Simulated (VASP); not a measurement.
# Nb (Fm-3m) in VASP: notebook

Nb is run at these levels: PBEsol+D3(BJ); tasks: single point.

Everything below comes from runs of VASP 6.6.1. Logs are shortened: lines on timing, memory, paths and dates and some standing lists are left out, and cuts for length are marked.

## Step 1: The cell of the first run

It takes space group Fm-3m (No. 225, cubic). The conventional cell has a = 4.230 Å, b = 4.230 Å, c = 4.230 Å, α = 90.00°, β = 90.00°, γ = 90.00°. Nb (site symmetry m-3m) has 12 Nb at 2.99 Å within 3.9 Å.

## Step 2: Single point, PBEsol+D3(BJ)

Input file INCAR:

```
ALGO = Normal
EDIFF = 1E-6
ENCUT = 500
GGA = PS
GGA_COMPAT = F
ISIF = 2
ISMEAR = 1
IVDW = 12
LASPH = T
LCHARG = F
LREAL = F
LWAVE = F
NBANDS = 12
NELM = 120
PREC = Accurate
SIGMA = 0.1
```

Input file KPOINTS:

```
k-points
0
Gamma
  3 3 3
```

Input file POSCAR:

```
Nb
1.0
    0.0000000000      2.1150000000      2.1150000000
    2.1150000000      0.0000000000      2.1150000000
    2.1150000000      2.1150000000      0.0000000000
Nb
1
Direct
    0.0000000000      0.0000000000      0.0000000000
```

Potentials or basis: VASP PAW PBE potentials, release 64 (Nb_sv).

Launch:

```
$ cat potpaw_PBE.64/Nb_sv/POTCAR > POTCAR
$ mpirun -np 1 vasp_std > vasp.out
```

OUTCAR:

```text
EDIFF = 1E-6
   ENCUT = 500
   GGA = PS
   ISIF = 2
   ISMEAR = 1
   IVDW = 12
   LASPH = T
   LREAL = F
   NELM = 120
   PREC = Accurate
 IVDW          = 12

 ion  position               nearest neighbor table
   1  0.000  0.000  0.000-

  LATTYP: Found a face centered cubic cell.
 ALAT       =     4.2300000000

  Lattice vectors:

 A1 = (   0.0000000000,   2.1150000000,   2.1150000000)
 A2 = (   2.1150000000,   0.0000000000,   2.1150000000)
 A3 = (   2.1150000000,   2.1150000000,   0.0000000000)

Analysis of symmetry for initial positions (statically):
=====================================================================
 Subroutine PRICEL returns:
 Original cell was already a primitive cell.

 Routine SETGRP: Setting up the symmetry group for a
 face centered cubic supercell.

 Subroutine GETGRP returns: Found 48 space group operations
 (whereof 48 operations were pure point group operations)
 out of a pool of 48 trial point group operations.

The static configuration has the point symmetry O_h .

Analysis of symmetry for dynamics (positions and initial velocities):
=====================================================================
 Subroutine PRICEL returns:
 Original cell was already a primitive cell.

 Routine SETGRP: Setting up the symmetry group for a
 face centered cubic supercell.

 Subroutine GETGRP returns: Found 48 space group operations
 (whereof 48 operations were pure point group operations)
 out of a pool of 48 trial point group operations.

The dynamic configuration has the point symmetry O_h .

 Subroutine INISYM returns: Found 48 space group operations
 (whereof 48 operations are pure point group operations),
 and found     1 'primitive' translations

----------------------------------------------------------------------------------------

                                     Primitive cell

  volume of cell :      18.9217

  direct lattice vectors                    reciprocal lattice vectors
     0.000000000  2.115000000  2.115000000    -0.236406619  0.236406619  0.236406619
     2.115000000  0.000000000  2.115000000     0.236406619 -0.236406619  0.236406619
     2.115000000  2.115000000  0.000000000     0.236406619  0.236406619 -0.236406619

  length of vectors
     2.991061684  2.991061684  2.991061684     0.409468276  0.409468276  0.409468276

  position of ions in fractional coordinates (direct lattice)
     0.000000000  0.000000000  0.000000000

  ion indices of the primitive-cell ions
   primitive index   ion index
                 1           1

----------------------------------------------------------------------------------------
[... 61 lines left out ...]
   NUPDOWN=      -1.0000    fix difference up-down
   EMIN   =  10.00;   EMAX   =-10.00  energy-range for DOS
   EFERMI =   0.00;   METHOD = LEGACY
   ISMEAR =     1;   SIGMA  =   0.10  broadening in eV -4-tet -1-fermi 0-gaus
   EFERMI_NEDOS =   21; number of points for ismear=-14 and -15
   IALGO  =     38    algorithm
   IMIX   =      4    mixing-type and parameters
     AMIX     =   0.40;   BMIX     =  1.00
     AMIX_MAG =   1.60;   BMIX_MAG =  1.00
  volume/ion in A,a.u.               =      18.92       127.69
  Fermi-wavevector in a.u.,A,eV,Ry     =   1.444560  2.729823 28.392005  2.086754
  Thomas-Fermi vector in A             =   2.562841
   LORBIT       =      0    0 simple, 1 ext, 2 COOP (PROOUT), +10 PAW based schemes
   GGA     = PS    functional components
   LHFCALC =     F    Hartree Fock is set to
   AEXX    =    0.0000 exact exchange contribution
   IVDW    =    12    specifies the selected vdW correction
   LEPSILON=     F    determine dielectric tensor
   LRPA    =     F    only Hartree local field effects (RPA)
 non-spin polarized calculation
 Methfessel and Paxton  Order N= 1 SIGMA  =   0.10
  energy-cutoff  :      500.00
  volume of cell :       18.92
 maximum number of plane-waves:       531
 NGX is ok and might be reduce to    24
   NGX = 11   NGY = 11   NGZ = 11

 number of electron      13.0000001 magnetization

 Free energy of the ion-electron system (eV)
  ---------------------------------------------------
  ext. energy  EPLUGINS =         0.00000000
  ---------------------------------------------------
  free energy    TOTEN  =       -10.22008057 eV

  energy without entropy =      -10.22164122  energy(sigma->0) =      -10.22060079

 E-fermi :  10.7977     XC(G=0): -12.3996

 val. band max:       10.7556858249   @ k =   0.0000   0.0000   0.0000
 cond. band min:      10.8810604440   @ k =   0.3333   0.0000   0.0000
 fundamental gap:      0.1253746191
 Fermi energy:        10.7977112023

 k-point     1 :       0.0000    0.0000    0.0000
  band No.  band energies     occupation
      1     -44.1485      2.00000
      2     -19.5614      2.00000
      3     -19.5614      2.00000
      4     -19.5614      2.00000
      5       4.4967      2.00000
      6      10.7557      1.64644
      7      10.7557      1.64643
      8      10.7557      1.64642
      9      13.2863      0.00000
     10      13.2863      0.00000
     11      22.5823      0.00000
     12      27.2427      0.00000
[... 31 lines left out ...]
 k-point     4 :      -0.3333    0.3333    0.0000
  band No.  band energies     occupation
      1     -43.9156      2.00000
      2     -20.3426      2.00000
      3     -20.3323      2.00000
      4     -19.8300      2.00000
      5       8.1442      2.00000
      6       8.9644      2.00000
      7      10.4195      2.00000
      8      12.6830     -0.00000
      9      14.3616      0.00000
     10      18.1488      0.00000
     11      21.7750      0.00000
     12      22.8378      0.00000

------------------------ aborting loop because EDIFF is reached ----------------------------------------

 Edisp (eV)   -0.71502

 E8    (eV) :    -0.5080

  FORCE on cell =-STRESS in cart. coord.  units (eV):
  Direction    XX          YY          ZZ          XY          YZ          ZX
  --------------------------------------------------------------------------------------
  -------------------------------------------------------------------------------------
  Total      -0.30866    -0.30866    -0.30866     0.00000     0.00000     0.00000
  in kB     -26.13538   -26.13538   -26.13538     0.00000     0.00000     0.00000
  external pressure =      -26.14 kB  Pullay stress =        0.00 kB

 VOLUME and BASIS-vectors are now :
 -----------------------------------------------------------------------------
  energy-cutoff  :      500.00
  volume of cell :       18.92
      direct lattice vectors                 reciprocal lattice vectors
     0.000000000  2.115000000  2.115000000    -0.236406619  0.236406619  0.236406619
     2.115000000  0.000000000  2.115000000     0.236406619 -0.236406619  0.236406619
     2.115000000  2.115000000  0.000000000     0.236406619  0.236406619 -0.236406619

 POSITION                                       TOTAL-FORCE (eV/Angst)
 -----------------------------------------------------------------------------------
      0.00000      0.00000      0.00000         0.000000      0.000000      0.000000
 -----------------------------------------------------------------------------------
    total drift:                               -0.000000      0.000000     -0.000000

  FREE ENERGIE OF THE ION-ELECTRON SYSTEM (eV)
  ---------------------------------------------------
  free  energy   TOTEN  =       -10.9351051885 eV

  energy  without entropy=      -10.9366658429  energy(sigma->0) =      -10.93562541
```

It took 4.5 s on 1 thread of Intel Xeon 8259CL, shared host; peak memory 0.14 GiB.

What came out:

* Free energy: -10.9351 eV
* Pressure: -2.6 GPa
* Dispersion energy per atom: -0.715 eV

Levels at points of the mesh, in eV from the Fermi level:
```
           k point  band 4  band 5  band 6  band 7  band 8  band 9
(0.00, 0.00, 0.00)  -30.36   -6.30   -0.04   -0.04   -0.04    2.49
```

Caveat: the k points lie up to 0.86 Å⁻¹ apart; three body term missing; the PAW data sets were made with another functional, which shifts forces and pressure a little; pairwise dispersion overbinds metals, which lowers pressure and volume.

## Step 3: Single point, PBEsol+D3(BJ)

Input file INCAR:

```
SYSTEM = Nb
ALGO = Normal ; EDIFF = 1E-6
ENCUT = 500 ; GGA = PS
GGA_COMPAT = .FALSE. ; ISIF = 2
ISMEAR = 1 ; IVDW = 12
LASPH = .TRUE. ; LCHARG = .TRUE.
LELF = .TRUE. ; LREAL = .FALSE.
LVHAR = .TRUE. ; LWAVE = .FALSE.
NBANDS = 12 ; NELM = 120
PREC = Accurate ; SIGMA = 0.1
```

Input file KPOINTS:

```
k-points
0
G
  4 4 4
  0 0 0
```

POSCAR is that of step 2.

Potentials or basis: VASP PAW PBE potentials, release 64 (Nb_sv).

Launch:

```
$ cat potpaw_PBE.64/Nb_sv/POTCAR > POTCAR
$ mpirun -np 1 vasp_std > vasp.out
```

OUTCAR:

```text
SYSTEM = Nb
   EDIFF = 1E-6
   ENCUT = 500
   GGA = PS
   ISIF = 2
   ISMEAR = 1
   IVDW = 12
   LASPH = .TRUE.
   LREAL = .FALSE.
   NELM = 120
   PREC = Accurate
 IVDW          = 12

 ion  position               nearest neighbor table
   1  0.000  0.000  0.000-

  LATTYP: Found a face centered cubic cell.
 ALAT       =     4.2300000000

  Lattice vectors:

 A1 = (   0.0000000000,   2.1150000000,   2.1150000000)
 A2 = (   2.1150000000,   0.0000000000,   2.1150000000)
 A3 = (   2.1150000000,   2.1150000000,   0.0000000000)

Analysis of symmetry for initial positions (statically):
=====================================================================
 Subroutine PRICEL returns:
 Original cell was already a primitive cell.

 Routine SETGRP: Setting up the symmetry group for a
 face centered cubic supercell.

 Subroutine GETGRP returns: Found 48 space group operations
 (whereof 48 operations were pure point group operations)
 out of a pool of 48 trial point group operations.

The static configuration has the point symmetry O_h .

Analysis of symmetry for dynamics (positions and initial velocities):
=====================================================================
 Subroutine PRICEL returns:
 Original cell was already a primitive cell.

 Routine SETGRP: Setting up the symmetry group for a
 face centered cubic supercell.

 Subroutine GETGRP returns: Found 48 space group operations
 (whereof 48 operations were pure point group operations)
 out of a pool of 48 trial point group operations.

The dynamic configuration has the point symmetry O_h .

 Subroutine INISYM returns: Found 48 space group operations
 (whereof 48 operations are pure point group operations),
 and found     1 'primitive' translations

----------------------------------------------------------------------------------------

                                     Primitive cell

  volume of cell :      18.9217

  direct lattice vectors                    reciprocal lattice vectors
[... 97 lines left out ...]
   LEPSILON=     F    determine dielectric tensor
   LRPA    =     F    only Hartree local field effects (RPA)
 non-spin polarized calculation
 Methfessel and Paxton  Order N= 1 SIGMA  =   0.10
  energy-cutoff  :      500.00
  volume of cell :       18.92
 maximum number of plane-waves:       531
 NGX is ok and might be reduce to    24
   NGX = 11   NGY = 11   NGZ = 11

 number of electron      13.0000001 magnetization

 Free energy of the ion-electron system (eV)
  ---------------------------------------------------
  ext. energy  EPLUGINS =         0.00000000
  ---------------------------------------------------
  free energy    TOTEN  =       -10.56174885 eV

  energy without entropy =      -10.55017977  energy(sigma->0) =      -10.55789249

 E-fermi :  10.6821     XC(G=0): -12.3800

 val. band max:       10.6809327244   @ k =   0.5000   0.2500   0.0000
 cond. band min:      10.8243912088   @ k =   0.0000   0.0000   0.0000
 fundamental gap:      0.1434584844
 Fermi energy:        10.6820783362

 k-point     1 :       0.0000    0.0000    0.0000
  band No.  band energies     occupation
      1     -43.9937      2.00000
      2     -19.4153      2.00000
      3     -19.4153      2.00000
      4     -19.4153      2.00000
      5       4.4895      2.00000
      6      10.8244     -0.06179
      7      10.8244     -0.06179
      8      10.8244     -0.06179
      9      13.3834      0.00000
     10      13.3834      0.00000
     11      22.5466      0.00000
     12      27.2423      0.00000
[... 91 lines left out ...]
 k-point     8 :      -0.2500    0.5000    0.2500
  band No.  band energies     occupation
      1     -43.7431      2.00000
      2     -20.1762      2.00000
      3     -20.1762      2.00000
      4     -19.8500      2.00000
      5       8.0903      2.00000
      6       9.6153      2.00000
      7       9.6153      2.00000
      8      12.5708     -0.00000
      9      15.9159      0.00000
     10      20.6846      0.00000
     11      20.6846      0.00000
     12      21.4624      0.00000

------------------------ aborting loop because EDIFF is reached ----------------------------------------

 Edisp (eV)   -0.71502

 E8    (eV) :    -0.5080

  FORCE on cell =-STRESS in cart. coord.  units (eV):
  Direction    XX          YY          ZZ          XY          YZ          ZX
  --------------------------------------------------------------------------------------
  -------------------------------------------------------------------------------------
  Total      -1.40138    -1.40138    -1.40138    -0.00000     0.00000     0.00000
  in kB    -118.66054  -118.66054  -118.66054    -0.00000     0.00000     0.00000
  external pressure =     -118.66 kB  Pullay stress =        0.00 kB

 VOLUME and BASIS-vectors are now :
 -----------------------------------------------------------------------------
  energy-cutoff  :      500.00
  volume of cell :       18.92
      direct lattice vectors                 reciprocal lattice vectors
     0.000000000  2.115000000  2.115000000    -0.236406619  0.236406619  0.236406619
     2.115000000  0.000000000  2.115000000     0.236406619 -0.236406619  0.236406619
     2.115000000  2.115000000  0.000000000     0.236406619  0.236406619 -0.236406619

 POSITION                                       TOTAL-FORCE (eV/Angst)
 -----------------------------------------------------------------------------------
      0.00000      0.00000      0.00000         0.000000      0.000000      0.000000
 -----------------------------------------------------------------------------------
    total drift:                               -0.000000      0.000000      0.000000

  FREE ENERGIE OF THE ION-ELECTRON SYSTEM (eV)
  ---------------------------------------------------
  free  energy   TOTEN  =       -11.2767734717 eV

  energy  without entropy=      -11.2652043954  energy(sigma->0) =      -11.27291711
```

OSZICAR:

```text
N       E                     dE             d eps       ncg     rms          rms(c)
DAV:   1     0.117699471069E+03    0.11770E+03   -0.74632E+03   192   0.108E+03
DAV:   2    -0.643828158658E+01   -0.12414E+03   -0.12010E+03   192   0.385E+02
DAV:   3    -0.106814284846E+02   -0.42431E+01   -0.40504E+01   284   0.634E+01
DAV:   4    -0.111433941979E+02   -0.46197E+00   -0.43552E+00   288   0.177E+01
DAV:   5    -0.111461595878E+02   -0.27654E-02   -0.27651E-02   268   0.150E+00    0.686E+00
DAV:   6    -0.106226446983E+02    0.52351E+00   -0.70221E-01   296   0.107E+01    0.237E+00
DAV:   7    -0.105591790235E+02    0.63466E-01   -0.21035E-01   304   0.558E+00    0.938E-01
DAV:   8    -0.105617449335E+02   -0.25659E-02   -0.12874E-02   236   0.146E+00    0.153E-01
DAV:   9    -0.105617420115E+02    0.29220E-05   -0.16057E-03   332   0.502E-01    0.233E-02
DAV:  10    -0.105617492915E+02   -0.72800E-05   -0.18270E-05   244   0.460E-02    0.153E-02
DAV:  11    -0.105617488855E+02    0.40606E-06   -0.12392E-05   232   0.593E-02    0.243E-03
DAV:  12    -0.105617488508E+02    0.34624E-07   -0.10513E-06   196   0.947E-03
   1 F= -.11276773E+02 E0= -.11272917E+02  d E =-.115691E-01
```

stdout:

```text
POSCAR found type information on POSCAR Nb
 POSCAR found :  1 types and       1 ions
 scaLAPACK will be used
 -----------------------------------------------------------------------------
|                                                                             |
|                                                                             |
|     You enforced a specific xc type in the INCAR file but a different       |
|     I HOPE YOU KNOW WHAT YOU ARE DOING!                                     |
|                                                                             |
 -----------------------------------------------------------------------------

 LDA part: xc-table for (Slater+PW92), standard interpolation
 POSCAR, INCAR and KPOINTS ok, starting setup
 FFT: planning ... GRIDC
 FFT: planning ... GRID_SOFT
 FFT: planning ... GRID
 WAVECAR not read
 entering main loop
```

Wall time 7.2 s (1 thread of Intel Xeon 8259CL, shared host); peak memory 0.14 GiB.

What came out:

- Free energy: -11.2768 eV
- Pressure: -11.9 GPa
- Dispersion energy per atom: -0.715 eV

Levels at points of the mesh, in eV from the Fermi level:
```
           k point  band 4  band 5  band 6  band 7  band 8  band 9
(0.00, 0.00, 0.00)  -30.10   -6.19    0.14    0.14    0.14    2.70
(0.50, 0.00, 0.00)  -30.25   -3.78   -0.05   -0.05    1.37    4.66
(0.50, 0.50, 0.00)  -30.51   -3.99   -3.24    3.57    4.63    5.23
```

Caveat: the k points lie up to 0.64 Å⁻¹ apart; three body term missing; the PAW data sets were made with another functional, which shifts forces and pressure a little; pairwise dispersion overbinds metals, which lowers pressure and volume.

## Step 4: Single point, PBEsol+D3(BJ)

Input file INCAR:

```
SYSTEM = Nb
PREC = Accurate
ENCUT = 500
EDIFF = 1E-6
ISMEAR = 1
SIGMA = 0.1
LREAL = .FALSE.
LASPH = .TRUE.
NELM = 120
ALGO = Normal
ISIF = 2
LWAVE = .FALSE.
LCHARG = .TRUE.
GGA = PS
IVDW = 12
LELF = .TRUE.
LVHAR = .TRUE.
NBANDS = 12
GGA_COMPAT = .FALSE.
```

Input file KPOINTS:

```
regular mesh
0
G
  6 6 6
  0 0 0
```

POSCAR is that of step 3.

Launch:

```
$ cat potpaw_PBE.64/Nb_sv/POTCAR > POTCAR
$ mpirun -np 1 vasp_std > vasp.out
```

Run time: 7.6 s. Hardware: 1 thread of Intel Xeon 8259CL, shared host; peak memory 0.14 GiB.

The run converged. Its results:

| Quantity | Value |
| --- | --- |
| Free energy | -11.3064 eV |
| Pressure | -13.7 GPa |
| Dispersion energy per atom | -0.715 eV |

Levels at points of the mesh, in eV from the Fermi level:
| k point | band 2 | band 3 | band 4 | band 5 | band 6 | band 7 | band 8 | band 9 | band 10 | band 11 |
| --- | --- | --- | --- | --- | --- | --- | --- | --- | --- | --- |
| (0.00, 0.00, 0.00) | -30.16 | -30.16 | -30.16 | -6.25 | 0.08 | 0.08 | 0.08 | 2.65 | 2.65 | 11.79 |
| (0.50, 0.00, 0.00) | -31.32 | -30.31 | -30.31 | -3.85 | -0.11 | -0.11 | 1.32 | 4.60 | 4.60 | 10.31 |
| (0.50, 0.50, 0.00) | -31.25 | -30.57 | -30.57 | -4.04 | -3.31 | 3.50 | 4.58 | 5.16 | 5.16 | 11.14 |

Caveat: the k points lie up to 0.43 Å⁻¹ apart; three body term missing; the PAW data sets were made with another functional, which shifts forces and pressure a little; pairwise dispersion overbinds metals, which lowers pressure and volume.

(Part 1 of 2 ends here.)
